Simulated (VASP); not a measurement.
Set up this calculation in VASP 6.6.1, as the native input.

| Property | Result |
| --- | --- |
| Task | single point |
| Functional | PBE |
| Potentials or basis | VASP PAW PBE potentials, release 64 (Sb) |
| Cutoff | 520 eV |
| k mesh | 12 × 12 × 7 |
| Occupations | methfessel-paxton, width 0.15 eV |
| Spin | no spin polarisation |
| Dipole correction | no |
| Further INCAR settings | ALGO = Normal; EDIFF = 1e-07; NBANDS = 12 |

The structure of Sb lies in POSCAR:

```
Sb
1.0
    3.3690001795      0.0000000000      0.0000000000
   -1.6845000898      2.9176397408      0.0000000000
    0.0000000000      0.0000000000      5.3300000000
Sb
2
Direct
    0.3333333333      0.6666666667      0.2500000000
    0.6666666667      0.3333333333      0.7500000000
```

These files were run (other wordings do the same):

INCAR

```
SYSTEM = Sb
PREC = Accurate
ENCUT = 520
EDIFF = 1E-7
ISMEAR = 1
SIGMA = 0.15
LREAL = .False.
LASPH = .True.
NELM = 100
ALGO = Normal
ISIF = 2
LWAVE = .False.
LCHARG = .True.
GGA = PE
LELF = .True.
LVHAR = .True.
NBANDS = 12
```

KPOINTS

```
regular mesh
0
Gamma
  12 12 7
  0 0 0
```

Potentials or basis: VASP PAW PBE potentials, release 64 (Sb).

Launch:

```console
$ cat potpaw_PBE.64/Sb/POTCAR > POTCAR
$ mpirun -np 1 vasp_std > vasp.out
```

Results of the run:

The pressure is 2.9 GPa and the band gap on the k mesh is zero (band 5 reaches 12.92 eV, above the bottom of band 6 at 5.95 eV).

Caveat: spin-orbit coupling is left out, which moves the levels of the heavy elements.

Run time: 24 s on 1 thread of AMD EPYC 9R14 (Zen 4) (shared host), peak memory 0.17 GiB.
